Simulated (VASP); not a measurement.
Wanted: the native input for a VASP 6.6.1 run.

```yaml
Task: single point
Functional: PBEsol
Potentials_or_basis: VASP PAW PBE potentials, release 64 (Pb_d, Se)
Cutoff: 520 eV
k_mesh: 4 × 4 × 4
Occupations: gaussian, width 0.01 eV
Spin: non-collinear spin, zero start, spin-orbit coupling
Starting_moments: "[[0.0, 0.0, 0.0], [0.0, 0.0, 0.0], [0.0, 0.0, 0.0], [0.0, 0.0, 0.0]] μB"
Dipole_correction: no
Further_INCAR_settings: ALGO = Normal; EDIFF = 1e-07; NBANDS = 54
```

The structure of PbSe lies in POSCAR:

```
PbSe
1.0
    2.1548770000     -6.1339470000      0.0000000000
    2.1548770000      6.1339470000      0.0000000000
    0.0000000000      0.0000000000      4.4504940000
Pb Se
2 2
Direct
    0.6317610000      0.3682390000      0.7500000000
    0.3682390000      0.6317610000      0.2500000000
    0.8612900000      0.1387100000      0.7500000000
    0.1387100000      0.8612900000      0.2500000000
```

These files were run (other wordings do the same):

INCAR

```
SYSTEM = PbSe
PREC = Accurate ; ENCUT = 520
EDIFF = 1E-7 ; ISMEAR = 0
SIGMA = 0.01 ; LREAL = .False.
LASPH = .True. ; NELM = 150
ALGO = Normal ; ISIF = 2
LWAVE = .False. ; LCHARG = .False.
MAGMOM = 0 0 0 0 0 0 0 0 0 0 0 0 ; LORBIT = 11
LSORBIT = .True. ; GGA_COMPAT = .False.
LORBMOM = .True. ; GGA = PS
NBANDS = 54
```

KPOINTS

```
Automatic mesh
0
Gamma
  4 4 4
  0 0 0
```

Potentials or basis: VASP PAW PBE potentials, release 64 (Pb_d, Se).

The run is started by

```bash
$ cat potpaw_PBE.64/Pb_d/POTCAR potpaw_PBE.64/Se/POTCAR > POTCAR
$ mpirun -np 1 vasp_ncl > vasp.out
```

It gave:

| Property | Result |
| --- | --- |
| Pressure | -2.0 GPa |
| Largest force | 0.056 eV/Å |
| Net moment | 0.00 μB per cell |
| Valence electrons inside the program's atomic spheres | Pb 11.86; Se 3.78 |

Caveat: the k points lie up to 0.39 Å⁻¹ apart; the PAW data sets were made with another functional, which shifts forces and pressure a little.

It took 10 min on 1 thread of Intel(R) Xeon(R) Platinum 8259CL CPU @ 2.50GHz (Skylake/Cascade Lake), with other jobs on the host, peak memory 0.69 GiB.
